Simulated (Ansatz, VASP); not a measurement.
PbS in VASP and in Ansatz

```
Pb S
1.0
     0.00000    3.30152    3.30152
     3.30152    0.00000    3.30152
     3.30152    3.30152    0.00000
Pb S
1 1
Direct
  0.00000 0.00000 0.00000
  0.25000 0.25000 0.25000
```

Alike in both runs: task single point; functional PBE; k mesh 10 × 10 × 10; occupations gaussian, width 0.05 eV; no spin polarisation.

```csv
,VASP,Ansatz
version,VASP 6.6.1,Ansatz 0.2.0
potentials or method,"VASP PAW PBE potentials, release 64 (Pb_d, S), cutoff 520 eV","scalar-relativistic, plane waves, PAW"
valence electrons in the cell,20,20
```

```tsv
	VASP	Ansatz	Ansatz less VASP
gap on the k mesh at the Fermi level (eV)	0.84	0.84	-0.003
least direct gap on the mesh (eV)	1.27	1.27	-0.003
pressure (GPa)	0.7	0.7	+0.05
```

The functional is the same, so the differences come from potentials, cutoffs and numerics.

Spin-orbit coupling is off throughout.
